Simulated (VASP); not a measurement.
Wanted: the native input for a VASP 6.6.1 run.

```
Task                   : relaxation of cell and atoms
Functional             : PBE
Potentials or basis    : VASP PAW PBE potentials, release 64 (Zn, B)
Cutoff                 : 500 eV
k mesh                 : 10 × 10 × 10
Occupations            : gaussian, width 0.1 eV
Spin                   : no spin polarisation
Dipole correction      : no
Further INCAR settings : ALGO = Normal; EDIFF = 1e-07; IBRION = 2; EDIFFG = -0.01; NSW = 100; ISIF = 3
```

The structure of ZnB6 lies in POSCAR:

```
ZnB6
1.0
    4.1306610108      0.0000000000      0.0000000000
    0.0000000000      4.1306610108      0.0000000000
    0.0000000000      0.0000000000      4.1306610108
Zn B
1 6
Direct
    0.0000000000      0.0000000000      0.0000000000
    0.1988703197      0.5000000000      0.5000000000
    0.5000000000      0.8011296803      0.5000000000
    0.5000000000      0.1988703197      0.5000000000
    0.8011296803      0.5000000000      0.5000000000
    0.5000000000      0.5000000000      0.1988703197
    0.5000000000      0.5000000000      0.8011296803
```

The cell was built from a structure type or drawn by symmetry, and may not be a known phase.

These files were run (other wordings do the same):

INCAR

```
SYSTEM = ZnB6
ALGO = Normal
EDIFF = 1E-7
EDIFFG = -0.01
ENCUT = 500
GGA = PE
GGA_COMPAT = .FALSE.
IBRION = 2
ISIF = 3
ISMEAR = 0
LASPH = .TRUE.
LCHARG = .FALSE.
LREAL = .FALSE.
LWAVE = .FALSE.
NELM = 120
NELMIN = 4
NSW = 100
PREC = Accurate
SIGMA = 0.1
```

KPOINTS

```
k-points
0
G
  10 10 10
  0 0 0
```

Potentials or basis: VASP PAW PBE potentials, release 64 (Zn, B).

Run with:

```console
$ cat potpaw_PBE.64/Zn/POTCAR potpaw_PBE.64/B/POTCAR > POTCAR
$ mpirun -np 1 vasp_std > vasp.out
```

It gave:

```yaml
Relaxed_volume: 10.09 Å³/atom
Relaxed_cell: a = 4.134 Å, b = 4.134 Å, c = 4.134 Å, α = 90.00°, β = 90.00°, γ = 90.00°
Space_group_after_relaxing_to_0.1_Å: Pm-3m (No. 221)
Energy_gained_by_relaxing: 0.0 meV/atom
Ionic_steps: 2
Pressure_after_relaxing: -0.1 GPa
Largest_force_after_relaxing: 0.009 eV/Å
Band_gap_on_the_k_mesh: zero (bands 15 and 16 overlap by 1.39 eV)
```

Run time: 110 s on 1 thread of Intel(R) Xeon(R) Platinum 8175M CPU @ 2.50GHz (Skylake/Cascade Lake) (shared host), peak memory 0.21 GiB.
